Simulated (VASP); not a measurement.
# Si5C3 (P-4m2) in VASP: further runs

The runs below take Si5C3 through single point, with PBE.

Everything below comes from runs of VASP 6.6.1. Logs are shortened: lines on timing, memory, paths and dates and some standing lists are left out, and cuts for length are marked.

## (1) The cell of the first run

The structure is tetragonal, space group P-4m2 (No. 115). Conventional cell: a = 3.212 Å, b = 3.212 Å, c = 9.579 Å, α = 90.00°, β = 90.00°, γ = 90.00°. Within 2.6 Å of Si (site symmetry 2mm) lie 4 C at 1.93 Å. Within 2.5 Å of Si (site symmetry 2mm) lie 2 C at 1.91 Å and 2 Si at 2.28 Å. Si (site symmetry -4m2) has 4 Si at 2.28 Å within 3.0 Å. C (site symmetry 2mm) has 4 Si at 1.91 to 1.93 Å within 2.5 Å. Within 2.6 Å of C (site symmetry -4m2) lie 4 Si at 1.93 Å.

## (2) Single point, PBE

Input file INCAR:

```
SYSTEM = Si5C3
ALGO = Normal ; EDIFF = 1E-6
ENCUT = 520 ; GGA = PE
ISIF = 2 ; ISMEAR = 0
LASPH = .TRUE. ; LCHARG = .FALSE.
LREAL = .FALSE. ; LWAVE = .FALSE.
NBANDS = 26 ; NELM = 100
PREC = Accurate ; SIGMA = 0.1
```

Input file KPOINTS:

```
k-points
0
G
  10 10 4
  0 0 0
```

Input file POSCAR:

```
Si5C3
1.0
    3.2120915198      0.0000000000      0.0000000000
    0.0000000000      3.2120915198      0.0000000000
    0.0000000000      0.0000000000      9.5788472343
Si C
5 3
Direct
    0.5000000000      0.0000000000      0.3890177589
    0.0000000000      0.5000000000      0.1692325986
    0.5000000000      0.0000000000      0.8307674014
    0.0000000000      0.5000000000      0.6109822411
    0.0000000000      0.0000000000      0.0000000000
    0.5000000000      0.5000000000      0.2778021124
    0.5000000000      0.5000000000      0.7221978876
    0.0000000000      0.0000000000      0.5000000000
```

Potentials or basis: VASP PAW PBE potentials, release 64 (Si, C).

On the command line:

```bash
cat potpaw_PBE.64/Si/POTCAR potpaw_PBE.64/C/POTCAR > POTCAR
mpirun -np 1 vasp_std > vasp.out
```

OUTCAR:

```text
SYSTEM = Si5C3
   EDIFF = 1E-6
   ENCUT = 520
   GGA = PE
   ISIF = 2
   ISMEAR = 0
   LASPH = .TRUE.
   LREAL = .FALSE.
   NELM = 100
   PREC = Accurate

 ion  position               nearest neighbor table
   1  0.500  0.000  0.389-   8 1.93   8 1.93   6 1.93   6 1.93   2 3.10   2 3.10   2 3.10   2 3.10
                             4 3.11   4 3.11   4 3.11   4 3.11
   2  0.000  0.500  0.169-   6 1.91   6 1.91   5 2.28   5 2.28   1 3.10   1 3.10   1 3.10   1 3.10

   3  0.500  0.000  0.831-   7 1.91   7 1.91   5 2.28   5 2.28   4 3.10   4 3.10   4 3.10   4 3.10

   4  0.000  0.500  0.611-   8 1.93   8 1.93   7 1.93   7 1.93   3 3.10   3 3.10   3 3.10   3 3.10
                             1 3.11   1 3.11   1 3.11   1 3.11
   5  0.000  0.000  0.000-   2 2.28   3 2.28   2 2.28   3 2.28
   6  0.500  0.500  0.278-   2 1.91   2 1.91   1 1.93   1 1.93
   7  0.500  0.500  0.722-   3 1.91   3 1.91   4 1.93   4 1.93
   8  0.000  0.000  0.500-   1 1.93   4 1.93   4 1.93   1 1.93

  LATTYP: Found a simple tetragonal cell.
 ALAT       =     3.2120915198
 C/A-ratio  =     2.9821215165

  Lattice vectors:

 A1 = (   3.2120915198,   0.0000000000,   0.0000000000)
 A2 = (   0.0000000000,   3.2120915198,   0.0000000000)
 A3 = (   0.0000000000,   0.0000000000,   9.5788472343)

Analysis of symmetry for initial positions (statically):
=====================================================================
 Subroutine PRICEL returns:
 Original cell was already a primitive cell.

 Routine SETGRP: Setting up the symmetry group for a
 simple tetragonal supercell.

 Subroutine GETGRP returns: Found  8 space group operations
 (whereof  8 operations were pure point group operations)
 out of a pool of 16 trial point group operations.

The static configuration has the point symmetry D_2d.

Analysis of symmetry for dynamics (positions and initial velocities):
=====================================================================
 Subroutine PRICEL returns:
 Original cell was already a primitive cell.

 Routine SETGRP: Setting up the symmetry group for a
 simple tetragonal supercell.

 Subroutine GETGRP returns: Found  8 space group operations
 (whereof  8 operations were pure point group operations)
 out of a pool of 16 trial point group operations.

The dynamic configuration has the point symmetry D_2d.

 Subroutine INISYM returns: Found  8 space group operations
 (whereof  8 operations are pure point group operations),
 and found     1 'primitive' translations

----------------------------------------------------------------------------------------

                                     Primitive cell
[... 107 lines left out ...]
   IBRION =     -1    ionic relax: 0-MD 1-quasi-New 2-CG
   NFREE  =      0    steps in history (QN), initial steepest desc. (CG)
   ISIF   =      2    stress and relaxation
   ISYM   =      2    0-nonsym 1-usesym 2-fastsym
   POTIM  = 0.5000    time-step for ionic-motion
   TEBEG  =    0.0;   TEEND  =   0.0 temperature during run
   PSTRESS=    0.0 pullay stress
   NELECT =      32.0000    total number of electrons
   NUPDOWN=      -1.0000    fix difference up-down
   EMIN   =  10.00;   EMAX   =-10.00  energy-range for DOS
   EFERMI =   0.00;   METHOD = LEGACY
   ISMEAR =     0;   SIGMA  =   0.10  broadening in eV -4-tet -1-fermi 0-gaus
   EFERMI_NEDOS =   21; number of points for ismear=-14 and -15
   IALGO  =     38    algorithm
   IMIX   =      4    mixing-type and parameters
     AMIX     =   0.40;   BMIX     =  1.00
     AMIX_MAG =   1.60;   BMIX_MAG =  1.00
  volume/ion in A,a.u.               =      12.35        83.37
  Fermi-wavevector in a.u.,A,eV,Ry     =   1.124161  2.124356 17.194195  1.263738
  Thomas-Fermi vector in A             =   2.260831
   LORBIT       =      0    0 simple, 1 ext, 2 COOP (PROOUT), +10 PAW based schemes
   GGA     = PE    functional components
   LHFCALC =     F    Hartree Fock is set to
   AEXX    =    0.0000 exact exchange contribution
   IVDW    =     0    specifies the selected vdW correction
   LEPSILON=     F    determine dielectric tensor
   LRPA    =     F    only Hartree local field effects (RPA)
 non-spin polarized calculation
 Gauss-broadening in eV      SIGMA  =   0.10
  energy-cutoff  :      520.00
  volume of cell :       98.83
 maximum number of plane-waves:      2692
 NGX is ok and might be reduce to    24
   NGX = 11   NGY = 11   NGZ = 35

 number of electron      32.0000003 magnetization

 Free energy of the ion-electron system (eV)
  ---------------------------------------------------
  ext. energy  EPLUGINS =         0.00000000
  ---------------------------------------------------
  free energy    TOTEN  =       -54.07638949 eV

  energy without entropy =      -54.07022477  energy(sigma->0) =      -54.07330713

 E-fermi :   9.3503     XC(G=0): -10.8578

 val. band max:        9.2994325417   @ k =   0.0000   0.0000   0.2500
 cond. band min:       9.3516525269   @ k =   0.1000   0.0000   0.2500
 fundamental gap:      0.0522199852
 Fermi energy:         9.3502795638

 k-point     1 :       0.0000    0.0000    0.0000
  band No.  band energies     occupation
      1      -7.4361      2.00000
      2      -6.2761      2.00000
      3      -4.8882      2.00000
      4      -2.0704      2.00000
      5      -0.4622      2.00000
      6       3.6404      2.00000
[... 685 lines left out ...]
     25      14.3366      0.00000
     26      14.9117      0.00000

 [... further k-points ...]
[... 5 lines left out ...]
  --------------------------------------------------------------------------------------
  -------------------------------------------------------------------------------------
  Total       -0.0066020     -0.0066020     -0.0719785      0.0000000      0.0000000      0.0000000
  in kB       -0.1070272     -0.1070272     -1.1668748      0.0000000      0.0000000      0.0000000
  external PRESSURE =      -0.4603098 kB  Pullay stress =       0.0000000 kB

 VOLUME and BASIS-vectors are now :
 -----------------------------------------------------------------------------
  energy-cutoff  :      520.00
  volume of cell :       98.83
      direct lattice vectors                 reciprocal lattice vectors
     3.212091520  0.000000000  0.000000000     0.311323633  0.000000000  0.000000000
     0.000000000  3.212091520  0.000000000     0.000000000  0.311323633  0.000000000
     0.000000000  0.000000000  9.578847234     0.000000000  0.000000000  0.104396696

 POSITION                                       TOTAL-FORCE (eV/Angst)
 -----------------------------------------------------------------------------------
      1.60605      0.00000      3.72634        -0.000000      0.000000     -0.000077
      0.00000      1.60605      1.62105         0.000000      0.000000     -0.015253
      1.60605      0.00000      7.95779         0.000000      0.000000      0.015253
      0.00000      1.60605      5.85251        -0.000000      0.000000      0.000077
      0.00000      0.00000      0.00000         0.000000      0.000000      0.000000
      1.60605      1.60605      2.66102         0.000000     -0.000000      0.000017
      1.60605      1.60605      6.91782         0.000000     -0.000000     -0.000017
      0.00000      0.00000      4.78942         0.000000      0.000000      0.000000
 -----------------------------------------------------------------------------------
    total drift:                                0.000000     -0.000000     -0.000000

  FREE ENERGIE OF THE ION-ELECTRON SYSTEM (eV)
  ---------------------------------------------------
  free  energy   TOTEN  =       -54.0763894936 eV

  energy  without entropy=      -54.0702247669  energy(sigma->0) =      -54.07330713
```

stdout:

```text
POSCAR found type information on POSCAR SiC
 POSCAR found :  2 types and       8 ions
 scaLAPACK will be used
 LDA part: xc-table for (Slater+PW92), standard interpolation
 POSCAR, INCAR and KPOINTS ok, starting setup
 FFT: planning ... GRIDC
 FFT: planning ... GRID_SOFT
 FFT: planning ... GRID
 WAVECAR not read
 entering main loop
```

Run time: 100 s. Hardware: 1 thread of Intel Xeon Platinum 8559C (Emerald Rapids), shared host; peak memory 0.26 GiB.

Results:

```
Free energy            : -54.0764 eV
Pressure               : 0.0 GPa
Largest force          : 0.015 eV/Å
Band gap on the k mesh : zero (band 16 reaches 9.84 eV, above the bottom of band 17 at 8.24 eV)
```

Forces in eV/Å, atoms in the order of the input:
```
Si   0.000  0.000  0.000
Si   0.000  0.000 -0.015
Si   0.000  0.000  0.015
Si   0.000  0.000  0.000
Si   0.000  0.000  0.000
C    0.000  0.000  0.000
C    0.000  0.000  0.000
C    0.000  0.000  0.000
```

Stress tensor (GPa, compression positive):
```
-0.01  0.00  0.00
 0.00 -0.01  0.00
 0.00  0.00 -0.12
```

## (3) Single point, PBE (volume scaled by 1.06, then relaxed in part)

Input file INCAR:

```
SYSTEM = Si5C3
  PREC = Accurate
  ENCUT = 520
  EDIFF = 1E-6
  ISMEAR = 0
  SIGMA = 0.1
  LREAL = .FALSE.
  LASPH = .TRUE.
  NELM = 80
  ALGO = Normal
  ISIF = 2
  LWAVE = .FALSE.
  LCHARG = .FALSE.
  GGA = PE
  NBANDS = 26
```

Input file KPOINTS:

```
regular mesh
0
G
  10 10 4
  0 0 0
```

Input file POSCAR:

```
Si5C3
1.0
    3.2894191422      0.0000000000      0.0000000000
    0.0000000000      3.2894191422      0.0000000000
    0.0000000000      0.0000000000      9.6818088318
Si C
5 3
Direct
    0.5000000000      0.0000000000      0.3884726826
    0.0000000000      0.5000000000      0.1677177687
    0.5000000000      0.0000000000      0.8322822313
    0.0000000000      0.5000000000      0.6115273174
    0.0000000000      0.0000000000      0.0000000000
    0.5000000000      0.5000000000      0.2775735135
    0.5000000000      0.5000000000      0.7224264865
    0.0000000000      0.0000000000      0.5000000000
```

Potentials or basis: VASP PAW PBE potentials, release 64 (Si, C).

On the command line:

```bash
cat potpaw_PBE.64/Si/POTCAR potpaw_PBE.64/C/POTCAR > POTCAR
mpirun -np 1 vasp_std > vasp.out
```

Wall time 79 s (1 thread of Intel Xeon Platinum 8559C (Emerald Rapids), shared host); peak memory 0.27 GiB.

Results (log left out):

```yaml
Free_energy: -53.9171 eV
Pressure: -8.2 GPa
Largest_force: 0.012 eV/Å
Band_gap_on_the_k_mesh: zero (band 16 reaches 8.91 eV, above the bottom of band 17 at 7.71 eV)
```

Forces on the atoms (eV/Å):
```
Si   0.000  0.000 -0.006
Si   0.000  0.000 -0.012
Si   0.000  0.000  0.012
Si   0.000  0.000  0.006
Si   0.000  0.000  0.000
C    0.000  0.000 -0.003
C    0.000  0.000  0.003
C    0.000  0.000  0.000
```

Levels at points of the mesh, in eV from the Fermi level:
```tsv
k point	band 12	band 13	band 14	band 15	band 16	band 17	band 18	band 19	band 20	band 21
(0.00, 0.00, 0.00)	-3.09	-3.09	-1.95	-0.67	-0.09	-0.09	0.79	0.97	1.36	2.65
(0.50, 0.00, 0.00)	-3.61	-3.50	-2.96	-2.89	0.28	0.56	1.42	2.52	3.11	3.38
(0.50, 0.50, 0.00)	-6.01	-4.98	-4.65	-4.65	-4.27	-0.92	-0.32	0.66	0.66	2.77
(0.00, 0.00, 0.50)	-3.15	-3.00	-3.00	-0.43	-0.22	-0.22	0.18	1.55	1.86	2.34
(0.50, 0.00, 0.50)	-3.97	-3.69	-3.62	-3.50	0.27	1.11	1.94	2.37	2.74	2.82
(0.50, 0.50, 0.50)	-5.54	-5.25	-5.01	-5.01	-4.98	0.45	0.76	1.06	1.08	1.28
```
